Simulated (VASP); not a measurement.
Set up this calculation in VASP 6.6.1, as the native input.

| Quantity | Value |
| --- | --- |
| Task | single point |
| Functional | PBE |
| Potentials or basis | VASP PAW PBE potentials, release 64 (Mn_pv, V_sv, C, N) |
| Cutoff | 520 eV |
| k mesh | 4 × 4 × 4 |
| Occupations | gaussian, width 0.1 eV |
| Spin | collinear spin, ferromagnetic start |
| Starting moments | [4.0, 2.0, 0.0, 0.0, 0.0, 0.0, 0.0, 0.0, 0.0, 0.0] μB |
| Dipole correction | no |
| Further INCAR settings | ALGO = Normal; EDIFF = 1e-06; NBANDS = 46 |

The structure of MnVC4N4 lies in POSCAR:

```
MnVC4N4
1.0
    5.9086026500      0.0000000000      0.0000000000
    0.0000000000      5.9086026500      0.0000000000
    0.0000000000      0.0000000000      5.9086026500
Mn V C N
1 1 4 4
Direct
    0.5000000000      0.5000000000      0.5000000000
    0.0000000000      0.0000000000      0.0000000000
    0.1873167900      0.1873167900      0.1873167900
    0.1873167900      0.8126832100      0.8126832100
    0.8126832100      0.1873167900      0.8126832100
    0.8126832100      0.8126832100      0.1873167900
    0.3016415900      0.3016415900      0.3016415900
    0.3016415900      0.6983584100      0.6983584100
    0.6983584100      0.3016415900      0.6983584100
    0.6983584100      0.6983584100      0.3016415900
```

One way to write it, as run:

INCAR

```
SYSTEM = MnVC4N4
PREC = Accurate
ENCUT = 520
EDIFF = 1E-6
ISMEAR = 0
SIGMA = 0.1
LREAL = .False.
LASPH = .True.
NELM = 150
ALGO = Normal
ISIF = 2
LWAVE = .False.
LCHARG = .False.
ISPIN = 2
MAGMOM = 4 2 0 0 0 0 0 0 0 0
LORBIT = 11
LMAXMIX = 4
GGA = PE
NBANDS = 46
```

KPOINTS

```
Automatic mesh
0
Gamma
  4 4 4
  0 0 0
```

Potentials or basis: VASP PAW PBE potentials, release 64 (Mn_pv, V_sv, C, N).

Command:

```console
$ cat potpaw_PBE.64/Mn_pv/POTCAR potpaw_PBE.64/V_sv/POTCAR potpaw_PBE.64/C/POTCAR potpaw_PBE.64/N/POTCAR > POTCAR
$ mpirun -np 1 vasp_std > vasp.out
```

It gave:

| Item | Value |
| --- | --- |
| Pressure | 3.9 GPa |
| Largest force | 1.931 eV/Å |
| Band gap on the k mesh | zero (filled and empty bands overlap) |
| Net moment | 2.00 μB per cell |
| Site moments | Mn +4.01; V -1.70; C +0.07; N -0.11 μB |
| Valence electrons inside the program's atomic spheres | Mn 11.42; V 11.83; C 2.64; N 3.88 |

Caveat: the cell stands under pressure; a cell with one magnetic atom can't hold antiferromagnetic order, which such compounds often take; forces of over 1 eV/Å act on the atoms, so gaps and moduli don't describe the material at rest.

Wall time 8.4 min on 1 thread of Intel(R) Xeon(R) Platinum 8259CL CPU @ 2.50GHz (Skylake/Cascade Lake), on a shared host, peak memory 0.48 GiB.
